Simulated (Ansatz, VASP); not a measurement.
**PdPt: VASP beside Ansatz**

```
Pd Pt
1.0
     1.33846    0.77276    4.38459
    -1.33846    0.77276    4.38459
     0.00000   -1.54552    4.38459
Pd Pt
1 1
Direct
  0.00000 0.00000 0.00000
  0.50000 0.50000 0.50000
```

Change from the starting cell: volume scaled by 0.9, PAW files.

Alike in both runs: task electric field gradients; functional LDA; k mesh 15 × 15 × 15; occupations fermi-dirac, width 0.05 eV; no spin polarisation.

|  | VASP | Ansatz |
| --- | --- | --- |
| version | VASP 6.6.1 | Ansatz 0.2.0 |
| potentials or method | VASP PAW LDA potentials, release 64 (Pd, Pt) | PAW with Ansatz's default frozen-core files, scalar-relativistic |
| plane-wave cutoff (eV) | 520 | 420 |
| valence electrons in the cell | 20 | 36 |

VASP gave:

```
pressure (GPa)                                                : 19.0
traceless stress, the component that is largest in VASP (GPa) : -0.15
size of Vzz on the site where it differs most (V/Å²)          : 0.4
```

What did Ansatz give for the same quantities?

Pressure (GPa): 18.3; traceless stress, the component that is largest in VASP (GPa): -0.07; size of Vzz on the site where it differs most (V/Å²): 11.6.

LDA's correlation is that of Perdew and Zunger in VASP and of Perdew and Wang (1992) in Ansatz. One of these differences is far larger than is usual between the two programs; its cause wasn't traced. VASP's potentials hold 20 valence electrons a cell and Ansatz's 36, so a difference there can come from the potentials and not from the codes.

Spin-orbit coupling is off throughout.
